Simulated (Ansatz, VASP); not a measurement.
**One calculation of HfC, two programs**

```
Hf C
1.0
    -0.00608    2.29754    2.29216
     2.31624    0.00127    2.28480
     2.32575    2.29970   -0.00824
Hf C
1 1
Direct
  0.51619 0.47515 0.49115
  0.98381 0.02485 0.00885
```

Change from the starting cell: all atoms moved at random (sigma 0.06 Å), cell strained at random (1 %).

Alike in both runs: task single point; functional r2SCAN; k mesh 12 × 12 × 12; occupations gaussian, width 0.05 eV; no spin polarisation.

```csv
,VASP,Ansatz
version,VASP 6.6.1,Ansatz 0.2.0
potentials or method,"VASP PAW PBE potentials, release 64 (Hf_pv, C), cutoff 520 eV","scalar-relativistic, plane waves, PAW"
valence electrons in the cell,14,30
```

```tsv
	VASP	Ansatz	Ansatz less VASP
gap on the k mesh at the Fermi level (eV)	none	none	-
pressure (GPa)	6.6	7.5	+0.91
traceless stress, the component that is largest in VASP (GPa)	1.36	1.26	-0.100
rms of the force components (eV/Å)	0.679	0.684	+0.0056
```

VASP's potentials were made for PBE, not for r2SCAN. Atom by atom the forces differ by 0.006 eV/Å (rms over components). A gap of «none» marks a metal or a gap that the smearing closes. VASP's potentials hold 14 valence electrons a cell and Ansatz's 30, so a difference there can come from the potentials and not from the codes.

Neither program's run includes spin-orbit coupling.
